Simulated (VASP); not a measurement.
CO2: single point with PBE+D3(BJ)

Crystal: CO2.

```
CELL_PARAMETERS angstrom
5.71029 0.00000 0.00000
0.00000 5.71029 0.00000
0.00000 0.00000 5.71029
ATOMIC_POSITIONS crystal
C 0.00000 0.00000 0.00000
C 0.50000 0.00000 0.50000
C 0.50000 0.50000 0.00000
C 0.00000 0.50000 0.50000
O 0.11819 0.11819 0.11819
O 0.38181 0.88181 0.61819
O 0.61819 0.38181 0.88181
O 0.88181 0.61819 0.38181
O 0.88181 0.88181 0.88181
O 0.61819 0.11819 0.38181
O 0.38181 0.61819 0.11819
O 0.11819 0.38181 0.61819
```

```yaml
Program: VASP 6.6.1
Task: single point
Functional: PBE
Dispersion: D3(BJ)
Potentials_or_basis: VASP PAW PBE potentials, release 64 (C_h, O_h)
Cutoff: 1340 eV
k_mesh: 4 × 4 × 4
Occupations: fermi-dirac, width 0.02 eV
Spin: no spin polarisation
Dipole_correction: no
Further_INCAR_settings: ALGO = Normal; EDIFF = 1e-06; NBANDS = 44
```

The pressure is -0.2 GPa and the band gap on the k mesh is 6.75 eV. The dispersion energy per atom is -0.066 eV.

Levels at points of the mesh, in eV from the valence-band top:
```
           k point  band 29  band 30  band 31  band 32  band 33  band 34  band 35  band 36
(0.00, 0.00, 0.00)    -0.17    -0.17     0.00     0.00     6.75     8.09     8.09     8.09
(0.50, 0.00, 0.00)    -0.26    -0.26    -0.07    -0.07     8.02     8.02     8.16     8.16
(0.50, 0.50, 0.00)    -0.24    -0.24    -0.24    -0.24     8.02     8.02     8.02     8.02
(0.50, 0.50, 0.50)    -0.28    -0.28    -0.28    -0.28     8.03     8.03     8.03     8.03
```

It took 7.9 min on 1 thread of Intel(R) Xeon(R) Platinum 8375C CPU @ 2.90GHz (Ice Lake) (shared host), peak memory 0.78 GiB.

A k mesh can miss the band edges.
